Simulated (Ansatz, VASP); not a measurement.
# One calculation of KTaO3, two programs

Contents of POSCAR:

```
KTaO3
1.0
    4.1877150000      0.0000000000      0.0000000000
    0.0000000000      4.1877150000      0.0000000000
    0.0000000000      0.0000000000      4.0880075000
K Ta O
1 1 3
Direct
    0.5000000000      0.5000000000      0.5000000000
    0.0000000000      0.0000000000      0.0000000000
    0.5000000000      0.0000000000      0.0000000000
    0.0000000000      0.5000000000      0.0000000000
    0.0000000000      0.0000000000      0.5000000000
```

File INCAR.step1:

```
ALGO     = Normal         # electronic algorithm
EDIFF    = 1E-4           # SCF threshold, eV
ENCUT    = 520            # plane-wave cutoff, eV
GGA      = PE             # functional
ISMEAR   = 0              # smearing method
LASPH    = T              # aspherical terms in the spheres
LCHARG   = F              # write CHGCAR
LREAL    = F              # projectors in reciprocal space
LWAVE    = T              # write WAVECAR
NBANDS   = 27             # bands
NELM     = 60             # most SCF steps
PREC     = Accurate       # precision mode
SIGMA    = 0.05           # smearing width, eV
```

File INCAR.step2:

```
ALGO     = Normal         # electronic algorithm
EDIFF    = 1E-7           # SCF threshold, eV
ENCUT    = 520            # plane-wave cutoff, eV
ISIF     = 2              # what is computed and relaxed
ISMEAR   = 0              # smearing method
ISTART   = 1            
LASPH    = T              # aspherical terms in the spheres
LCHARG   = F              # write CHGCAR
LMIXTAU  = T            
LREAL    = F              # projectors in reciprocal space
LWAVE    = F              # write WAVECAR
METAGGA  = R2SCAN         # meta-GGA
NBANDS   = 27             # bands
NELM     = 60             # most SCF steps
PREC     = Accurate       # precision mode
SIGMA    = 0.05           # smearing width, eV
```

File KPOINTS:

```
k-points
0
Gamma
  6 6 6
```

Input for Ansatz:

```yaml
crystal:
  lattice:
    - [4.187715, 0.0, 0.0]
    - [0.0, 4.187715, 0.0]
    - [0.0, 0.0, 4.0880075]
  atoms:
    - { symbol: K, position: [0.5, 0.5, 0.5] }
    - { symbol: Ta, position: [0.0, 0.0, 0.0] }
    - { symbol: O, position: [0.5, 0.0, 0.0] }
    - { symbol: O, position: [0.0, 0.5, 0.0] }
    - { symbol: O, position: [0.0, 0.0, 0.5] }
basis:
  ecutwfc: 500
kpoints:
  mp_grid: { grid: [6, 6, 6] }
hamiltonian:
  xc: r2scan
scf:
  occupations: { method: gaussian, width: 0.05 }
output:
  forces: true
  stress: true
  eigenvalues: true
```

Change from the starting cell: strain +0.050 along x and y, +0.025 along z, atoms carried along.

Alike in both runs: task single point; functional r2SCAN; k mesh 6 × 6 × 6; occupations gaussian, width 0.05 eV; no spin polarisation.

```csv
,VASP,Ansatz
version,VASP 6.6.1,Ansatz 0.2.0
potentials or method,"VASP PAW PBE potentials, release 64 (K_sv, Ta_pv, O), cutoff 520 eV","scalar-relativistic, plane waves, PAW"
valence electrons in the cell,38,40
```

|  | VASP | Ansatz | Ansatz less VASP |
| --- | --- | --- | --- |
| gap on the k mesh at the Fermi level (eV) | 2.22 | 2.24 | +0.023 |
| least direct gap on the mesh (eV) | 2.90 | 2.91 | +0.018 |
| pressure (GPa) | -18.7 | -19.2 | -0.51 |
| traceless stress, the component that is largest in VASP (GPa) | 3.79 | 3.75 | -0.040 |

VASP's potentials were made for PBE, not for r2SCAN. VASP's potentials hold 38 valence electrons a cell and Ansatz's 40, so a difference there can come from the potentials and not from the codes.

Spin-orbit coupling is off throughout.
